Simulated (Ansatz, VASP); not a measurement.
One calculation of TiC, two programs

```
CELL_PARAMETERS angstrom
0.00000 2.20140 2.20140
2.20140 0.00000 2.20140
2.20140 2.20140 0.00000
ATOMIC_POSITIONS crystal
Ti 0.00000 0.00000 0.00000
C 0.50000 0.50000 0.50000
```

Alike in both runs: task single point; functional PBE; k mesh 16 × 16 × 16; occupations fermi-dirac, width 0.15 eV; no spin polarisation.

```csv
,VASP,Ansatz
version,VASP 6.6.1,Ansatz 0.2.0
potentials or method,"VASP PAW PBE potentials, release 64 (Ti_sv, C), cutoff 600 eV","scalar-relativistic, plane waves, PAW"
valence electrons in the cell,16,16
```

|  | VASP | Ansatz | Ansatz less VASP |
| --- | --- | --- | --- |
| gap on the k mesh at the Fermi level (eV) | none | none | - |
| pressure (GPa) | -10.7 | -10.8 | -0.16 |

A gap of «none» marks a metal or a gap that the smearing closes.
